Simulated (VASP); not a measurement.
# GaAs (P6_3/mmc) in VASP: settings compared

GaAs is run at these levels: PBE, r2SCAN; tasks: single point.

Everything below comes from runs of VASP 6.6.1. Logs are shortened: lines on timing, memory, paths and dates and some standing lists are left out, and cuts for length are marked.

### Step 1. The cell of the first run

The structure is hexagonal, space group P6_3/mmc (No. 194). The conventional cell has a = 4.326 Å, b = 4.326 Å, c = 5.796 Å, α = 90.00°, β = 90.00°, γ = 120.00°. Within 3.3 Å of Ga (site symmetry -6m2) lie 5 As at 2.50 to 2.90 Å. As (site symmetry -6m2) has 5 Ga at 2.50 to 2.90 Å within 3.3 Å.

### Step 2. Single point, PBE

INCAR

```
SYSTEM = GaAs
PREC = Accurate ; ENCUT = 520
EDIFF = 1E-6 ; ISMEAR = -1
SIGMA = 0.02 ; LREAL = .FALSE.
LASPH = .TRUE. ; NELM = 80
ALGO = Normal ; ISIF = 2
LWAVE = .FALSE. ; LCHARG = .FALSE.
GGA = PE ; NBANDS = 26
```

KPOINTS

```
regular mesh
0
G
  6 6 4
  0 0 0
```

POSCAR

```
GaAs
1.0
    4.3259134247      0.0000000000      0.0000000000
   -2.1629567124      3.7463509203      0.0000000000
    0.0000000000      0.0000000000      5.7963871008
Ga As
2 2
Direct
    0.3333333333      0.6666666667      0.2500000000
    0.6666666667      0.3333333333      0.7500000000
    0.6666666667      0.3333333333      0.2500000000
    0.3333333333      0.6666666667      0.7500000000
```

Potentials or basis: VASP PAW PBE potentials, release 64 (Ga_d, As).

The run is started by

```bash
$ cat potpaw_PBE.64/Ga_d/POTCAR potpaw_PBE.64/As/POTCAR > POTCAR
$ mpirun -np 1 vasp_std > vasp.out
```

OUTCAR:

```text
SYSTEM = GaAs
   PREC = Accurate
   ENCUT = 520
   EDIFF = 1E-6
   ISMEAR = -1
   LREAL = .FALSE.
   LASPH = .TRUE.
   NELM = 80
   ISIF = 2
   GGA = PE

 ion  position               nearest neighbor table
   1  0.333  0.667  0.250-   3 2.50   3 2.50   3 2.50   4 2.90   4 2.90
   2  0.667  0.333  0.750-   4 2.50   4 2.50   4 2.50   3 2.90   3 2.90
   3  0.667  0.333  0.250-   1 2.50   1 2.50   1 2.50   2 2.90   2 2.90
   4  0.333  0.667  0.750-   2 2.50   2 2.50   2 2.50   1 2.90   1 2.90

  LATTYP: Found a hexagonal cell.
 ALAT       =     4.3259134247
 C/A-ratio  =     1.3399221232

  Lattice vectors:

 A1 = (   4.3259134247,   0.0000000000,   0.0000000000)
 A2 = (  -2.1629567124,   3.7463509203,   0.0000000000)
 A3 = (   0.0000000000,   0.0000000000,   5.7963871008)

Analysis of symmetry for initial positions (statically):
=====================================================================
 Subroutine PRICEL returns:
 Original cell was already a primitive cell.

 Routine SETGRP: Setting up the symmetry group for a
 hexagonal supercell.

 Subroutine GETGRP returns: Found 24 space group operations
 (whereof 12 operations were pure point group operations)
 out of a pool of 24 trial point group operations.

The static configuration has the point symmetry D_3d.
 The point group associated with its full space group is D_6h.

Analysis of symmetry for dynamics (positions and initial velocities):
=====================================================================
 Subroutine PRICEL returns:
 Original cell was already a primitive cell.

 Routine SETGRP: Setting up the symmetry group for a
 hexagonal supercell.

 Subroutine GETGRP returns: Found 24 space group operations
 (whereof 12 operations were pure point group operations)
 out of a pool of 24 trial point group operations.

The dynamic configuration has the point symmetry D_3d.
 The point group associated with its full space group is D_6h.

 Subroutine INISYM returns: Found 24 space group operations
 (whereof 12 operations are pure point group operations),
 and found     1 'primitive' translations

----------------------------------------------------------------------------------------

                                     Primitive cell

  volume of cell :      93.9385

  direct lattice vectors                    reciprocal lattice vectors
     4.325913425  0.000000000  0.000000000     0.231165052  0.133463205  0.000000000
[... 78 lines left out ...]
   ISTART =      0    job   : 0-new  1-cont  2-samecut
   ICHARG =      2    charge: 1-file 2-atom 10-const
   ISPIN  =      1    spin polarized calculation?
   LNONCOLLINEAR =      F non collinear calculations
   LSORBIT =      F    spin-orbit coupling
   LASPH  =      T    aspherical Exc in radial PAW
   ENCUT  =  520.0 eV  38.22 Ry    6.18 a.u.   8.04  8.04 10.78*2*pi/ulx,y,z
   NELM   =     80;   NELMIN=  2; NELMDL= -5     # of ELM steps
   EDIFF  = 0.1E-05   stopping-criterion for ELM
   LREAL  =      F    real-space projection
[... 7 lines left out ...]
   TEBEG  =    0.0;   TEEND  =   0.0 temperature during run
   PSTRESS=    0.0 pullay stress
   NELECT =      36.0000    total number of electrons
   NUPDOWN=      -1.0000    fix difference up-down
   EMIN   =  10.00;   EMAX   =-10.00  energy-range for DOS
   EFERMI =   0.00;   METHOD = LEGACY
   ISMEAR =    -1;   SIGMA  =   0.02  broadening in eV -4-tet -1-fermi 0-gaus
   EFERMI_NEDOS =   21; number of points for ismear=-14 and -15
   IALGO  =     38    algorithm
   IMIX   =      4    mixing-type and parameters
     AMIX     =   0.40;   BMIX     =  1.00
     AMIX_MAG =   1.60;   BMIX_MAG =  1.00
  volume/ion in A,a.u.               =      23.48       158.48
  Fermi-wavevector in a.u.,A,eV,Ry     =   1.189126  2.247122 19.238910  1.414020
  Thomas-Fermi vector in A             =   2.325240
   LORBIT       =      0    0 simple, 1 ext, 2 COOP (PROOUT), +10 PAW based schemes
   GGA     = PE    functional components
   LHFCALC =     F    Hartree Fock is set to
   AEXX    =    0.0000 exact exchange contribution
   IVDW    =     0    specifies the selected vdW correction
   LEPSILON=     F    determine dielectric tensor
   LRPA    =     F    only Hartree local field effects (RPA)
 non-spin polarized calculation
  energy-cutoff  :      520.00
  volume of cell :       93.94
 maximum number of plane-waves:      2556
   NGX = 17   NGY = 17   NGZ = 21

 number of electron      36.0000015 magnetization

 Free energy of the ion-electron system (eV)
  ---------------------------------------------------
  ext. energy  EPLUGINS =         0.00000000
  ---------------------------------------------------
  free energy    TOTEN  =       -15.27210901 eV

  energy without entropy =      -15.27070622  energy(sigma->0) =      -15.27140761

 E-fermi :   3.6480     XC(G=0):  -9.4778

 val. band max:        3.5501478430   @ k =   0.3333   0.1667   0.5000
 cond. band min:       3.6591218485   @ k =   0.5000   0.0000   0.2500
 fundamental gap:      0.1089740055
 Fermi energy:         3.6479857192

 k-point     1 :       0.0000    0.0000    0.0000
  band No.  band energies     occupation
      1     -11.2970      2.00000
      2     -11.1868      2.00000
      3     -11.1868      2.00000
      4     -11.1867      2.00000
      5     -11.1867      2.00000
      6     -11.1862      2.00000
[... 598 lines left out ...]
     25       9.7019      0.00000
     26       9.7019      0.00000

------------------------ aborting loop because EDIFF is reached ----------------------------------------

  FORCE on cell =-STRESS in cart. coord.  units (eV):
  Direction    XX          YY          ZZ          XY          YZ          ZX
  --------------------------------------------------------------------------------------
  -------------------------------------------------------------------------------------
  Total        0.0895117      0.0895117      0.0387494     -0.0000000      0.0000000     -0.0000000
  in kB        1.5266752      1.5266752      0.6608941     -0.0000000      0.0000000     -0.0000000
  external PRESSURE =       1.2380815 kB  Pullay stress =       0.0000000 kB

 VOLUME and BASIS-vectors are now :
 -----------------------------------------------------------------------------
  energy-cutoff  :      520.00
  volume of cell :       93.94
      direct lattice vectors                 reciprocal lattice vectors
     4.325913425  0.000000000  0.000000000     0.231165052  0.133463205  0.000000000
    -2.162956712  3.746350920  0.000000000     0.000000000  0.266926410  0.000000000
     0.000000000  0.000000000  5.796387101     0.000000000  0.000000000  0.172521259

 POSITION                                       TOTAL-FORCE (eV/Angst)
 -----------------------------------------------------------------------------------
     -0.00000      2.49757      1.44910         0.000000      0.000000      0.000000
      2.16296      1.24878      4.34729        -0.000000     -0.000000      0.000000
      2.16296      1.24878      1.44910        -0.000000     -0.000000      0.000000
     -0.00000      2.49757      4.34729         0.000000      0.000000      0.000000
 -----------------------------------------------------------------------------------
    total drift:                                0.000000     -0.000000      0.000000

  FREE ENERGIE OF THE ION-ELECTRON SYSTEM (eV)
  ---------------------------------------------------
  free  energy   TOTEN  =       -15.2721090051 eV

  energy  without entropy=      -15.2707062192  energy(sigma->0) =      -15.27140761
```

It took 48 s on 1 thread of Intel Xeon Platinum 8488C (Sapphire Rapids), shared host; peak memory 0.23 GiB.

Results:

```yaml
Free_energy: -15.2721 eV
Pressure: 0.1 GPa
Band_gap_on_the_k_mesh: zero (bands 18 and 19 overlap by 1.02 eV)
```

### Step 3. Single point, r2SCAN

This run uses another cell than the first one, of 22.57 Å³/atom.

POSCAR

```
GaAs
1.0
    4.2497554351      0.0000000000      0.0000000000
   -2.1248777176      3.6803961666      0.0000000000
    0.0000000000      0.0000000000      5.7732410614
Ga As
2 2
Direct
    0.3333333333      0.6666666667      0.2500000000
    0.6666666667      0.3333333333      0.7500000000
    0.6666666667      0.3333333333      0.2500000000
    0.3333333333      0.6666666667      0.7500000000
```

INCAR.step1

```
SYSTEM = GaAs
ALGO     = Normal         ! electronic algorithm
EDIFF    = 1E-4           ! SCF threshold, eV
ENCUT    = 520            ! plane-wave cutoff, eV
GGA      = PE             ! functional
ISMEAR   = -1             ! smearing method
LASPH    = .True.         ! aspherical terms in the spheres
LCHARG   = .False.        ! write CHGCAR
LREAL    = .False.        ! projectors in reciprocal space
LWAVE    = .True.         ! write WAVECAR
NBANDS   = 26             ! bands
NELM     = 60             ! most SCF steps
PREC     = Accurate       ! precision mode
SIGMA    = 0.02           ! smearing width, eV
```

INCAR.step2

```
SYSTEM = GaAs
ALGO     = Normal         ! electronic algorithm
EDIFF    = 1E-6           ! SCF threshold, eV
ENCUT    = 520            ! plane-wave cutoff, eV
ISIF     = 2              ! what is computed and relaxed
ISMEAR   = -1             ! smearing method
ISTART   = 1            
LASPH    = .True.         ! aspherical terms in the spheres
LCHARG   = .False.        ! write CHGCAR
LMIXTAU  = .True.       
LREAL    = .False.        ! projectors in reciprocal space
LWAVE    = .False.        ! write WAVECAR
METAGGA  = R2SCAN         ! meta-GGA
NBANDS   = 26             ! bands
NELM     = 60             ! most SCF steps
PREC     = Accurate       ! precision mode
SIGMA    = 0.02           ! smearing width, eV
```

KPOINTS

```
k-points
0
Gamma
  6 6 4
  0 0 0
```

Potentials or basis: VASP PAW PBE potentials, release 64 (Ga_d, As).

The run is started by

```bash
$ cat potpaw_PBE.64/Ga_d/POTCAR potpaw_PBE.64/As/POTCAR > POTCAR
$ cp INCAR.step1 INCAR
$ mpirun -np 1 vasp_std > vasp.out
$ cp INCAR.step2 INCAR
$ mpirun -np 1 vasp_std > vasp.out
```

OUTCAR:

```text
SYSTEM = GaAs
   EDIFF = 1E-6
   ENCUT = 520
   ISIF = 2
   ISMEAR = -1
   ISTART = 1
   LASPH = .True.
   LREAL = .False.
   METAGGA = R2SCAN
   NELM = 60
   PREC = Accurate

 ion  position               nearest neighbor table
   1  0.333  0.667  0.250-   3 2.45   3 2.45   3 2.45   4 2.89   4 2.89
   2  0.667  0.333  0.750-   4 2.45   4 2.45   4 2.45   3 2.89   3 2.89
   3  0.667  0.333  0.250-   1 2.45   1 2.45   1 2.45   2 2.89   2 2.89
   4  0.333  0.667  0.750-   2 2.45   2 2.45   2 2.45   1 2.89   1 2.89

  LATTYP: Found a hexagonal cell.
 ALAT       =     4.2497554351
[... 804 lines left out ...]
  --------------------------------------------------------------------------------------
  -------------------------------------------------------------------------------------
  Total        0.0412183      0.0412183     -0.0271012     -0.0000000      0.0000000      0.0000000
  in kB        0.7313459      0.7313459     -0.4808631     -0.0000000      0.0000000      0.0000000
  external PRESSURE =       0.3272762 kB  Pullay stress =       0.0000000 kB

 VOLUME and BASIS-vectors are now :
 -----------------------------------------------------------------------------
  energy-cutoff  :      520.00
  volume of cell :       90.30
      direct lattice vectors                 reciprocal lattice vectors
     4.249755435  0.000000000  0.000000000     0.235307658  0.135854940  0.000000000
    -2.124877718  3.680396167  0.000000000     0.000000000  0.271709880  0.000000000
     0.000000000  0.000000000  5.773241061     0.000000000  0.000000000  0.173212930

 POSITION                                       TOTAL-FORCE (eV/Angst)
 -----------------------------------------------------------------------------------
     -0.00000      2.45360      1.44331         0.000000     -0.000000      0.000000
      2.12488      1.22680      4.32993        -0.000000      0.000000      0.000000
      2.12488      1.22680      1.44331        -0.000000      0.000000      0.000000
     -0.00000      2.45360      4.32993        -0.000000     -0.000000      0.000000
 -----------------------------------------------------------------------------------
    total drift:                                0.000000     -0.000000      0.000000

  FREE ENERGIE OF THE ION-ELECTRON SYSTEM (eV)
  ---------------------------------------------------
  free  energy   TOTEN  =       -52.5393450305 eV

  energy  without entropy=      -52.5368983711  energy(sigma->0) =      -52.53812170
```

Run time: 2.9 min. Hardware: 1 thread of Intel Xeon Platinum 8488C (Sapphire Rapids), shared host; peak memory 0.24 GiB.

What came out:

```
Free energy            : -52.5393 eV
Pressure               : 0.0 GPa
Band gap on the k mesh : zero (bands 18 and 19 overlap by 1.07 eV)
```

Caveat: the PAW data sets were made with another functional, which shifts forces and pressure a little.

The gap in the log of VASP goes by the Fermi energy; the results here count the filled bands.